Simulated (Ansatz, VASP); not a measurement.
# One calculation of AlN, two programs

INCAR

```
PREC = Accurate
ENCUT = 520
EDIFF = 1E-6
ISMEAR = 0
SIGMA = 0.05
LREAL = False
LASPH = True
NELM = 80
ALGO = Normal
ISIF = 2
LWAVE = False
LCHARG = False
GGA = PE
NBANDS = 16
```

The input KPOINTS:

```
Automatic mesh
0
Gamma
  12 12 8
```

Contents of POSCAR:

```
AlN
1.0
    3.3121157418      0.0000000000      0.0000000000
   -1.6560578709      2.8683763727      0.0000000000
    0.0000000000      0.0000000000      4.1875630000
Al N
2 2
Direct
    0.3333333300      0.6666666700      0.7500000000
    0.6666666700      0.3333333300      0.2500000000
    0.3333333300      0.6666666700      0.2500000000
    0.6666666700      0.3333333300      0.7500000000
```

Input for Ansatz:

```yaml
crystal:
  lattice:
    - [3.3121157418, 0.0, 0.0]
    - [-1.6560578709, 2.8683763727, 0.0]
    - [0.0, 0.0, 4.187563]
  atoms:
    - { symbol: Al, position: [0.33333333, 0.66666667, 0.75] }
    - { symbol: Al, position: [0.66666667, 0.33333333, 0.25] }
    - { symbol: "N", position: [0.33333333, 0.66666667, 0.25] }
    - { symbol: "N", position: [0.66666667, 0.33333333, 0.75] }
basis:
  ecutwfc: 500
  fft_grid_basis: typed
kpoints:
  mp_grid: { grid: [12, 12, 8] }
hamiltonian:
  xc: pbe
  pseudopotentials: { kind: paw }
scf:
  occupations: { method: gaussian, width: 0.05 }
  n_extra_bands: 6
output:
  forces: true
  stress: false
  eigenvalues: true
  bader: false
  write_density: false
  volumetric_format: npy
  band_densities:
    - { e_range: [-2.23, -1.62] }
    - { e_range: [1.62, 2.23] }
    - { e_range: [-9.05, -6.56] }
    - { e_range: [-6.56, -4.1] }
    - { e_range: [-9.06, -1.6] }
    - { e_range: [-18.43, -14.76] }
  dos:
    e_range: [-30, 8]
    de: 0.02
    method: { smearing: { sigma: 0.03, scheme: gaussian } }
    projected: { site_lists: { Al: [Al], "N": ["N"] } }
checkpoint:
  read: start.run
  write: ck
  compress: false
  write_wavefunctions: false
  write_every: 100000
```

Alike in both runs: task single point; functional PBE; k mesh 12 × 12 × 8; occupations gaussian, width 0.05 eV; no spin polarisation.

|  | VASP | Ansatz |
| --- | --- | --- |
| version | VASP 6.6.1 | Ansatz 0.2.0 |
| potentials or method | VASP PAW PBE potentials, release 64 (Al, N), cutoff 520 eV | scalar-relativistic, plane waves, PAW |
| valence electrons in the cell | 16 | 16 |

Ansatz gave:

| Property | Result |
| --- | --- |
| gap on the k mesh at the Fermi level (eV) | 3.26 |

Problem. Which values does VASP return?

Solution. gap on the k mesh at the Fermi level (eV): 3.27.
